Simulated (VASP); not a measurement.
Input of a VASP 6.6.1 run:

INCAR

```
  PREC = Accurate
  ENCUT = 520
  EDIFF = 1E-6
  ISMEAR = -1
  SIGMA = 0.05
  LREAL = F
  LASPH = T
  NELM = 100
  ALGO = Normal
  ISIF = 2
  LWAVE = F
  LCHARG = F
  GGA = PS
  NBANDS = 16
```

KPOINTS

```
Automatic mesh
0
Gamma
  8 8 8
```

The input POSCAR:

```
ZnSe
1.0
    0.0000000000      2.8710911185      2.8710911185
    2.8710911185      0.0000000000      2.8710911185
    2.8710911185      2.8710911185      0.0000000000
Se Zn
1 1
Direct
    0.7500000000      0.7500000000      0.7500000000
    0.0000000000      0.0000000000      0.0000000000
```

Potentials or basis: VASP PAW PBE potentials, release 64 (Se, Zn).

Launch:

```sh
$ cat potpaw_PBE.64/Se/POTCAR potpaw_PBE.64/Zn/POTCAR > POTCAR
$ mpirun -np 1 vasp_std > vasp.out
```

Problem. What does it give for the pressure?

Solution. -3.1 GPa.

Problem. What does it give for the band gap on the k mesh?

Solution. 1.02 eV, direct.

Caveat: the PAW data sets were made with another functional, which shifts forces and pressure a little.
